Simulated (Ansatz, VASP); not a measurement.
BN: VASP beside Ansatz

```
B N
1.0
     2.51218    0.00000    0.00000
    -1.25609    2.17561    0.00000
     0.00000    0.00000    8.17630
B N
2 2
Direct
  0.33333 0.66667 0.25000
  0.66667 0.33333 0.75000
  0.33333 0.66667 0.75000
  0.66667 0.33333 0.25000
```

Change from the starting cell: strain along c alone, the other axes held, atoms relaxed: -2.0 %.

Alike in both runs: task single point; functional PBE; k mesh 12 × 12 × 4; occupations gaussian, width 0.02 eV; no spin polarisation.

```csv
,VASP,Ansatz
version,VASP 6.6.1,Ansatz 0.2.0
potentials or method,"VASP PAW PBE potentials, release 64 (B, N), cutoff 520 eV","scalar-relativistic, plane waves, PAW"
valence electrons in the cell,16,16
```

```csv
,VASP,Ansatz,Ansatz less VASP
gap on the k mesh at the Fermi level (eV),4.44,4.44,+0.002
least direct gap on the mesh (eV),4.65,4.66,+0.003
pressure (GPa),0.1,0.0,-0.05
"traceless stress, the component that is largest in VASP (GPa)",-0.10,0.07,+0.170
```

With one functional, cell and mesh, what is left measures potentials, basis and numerics.
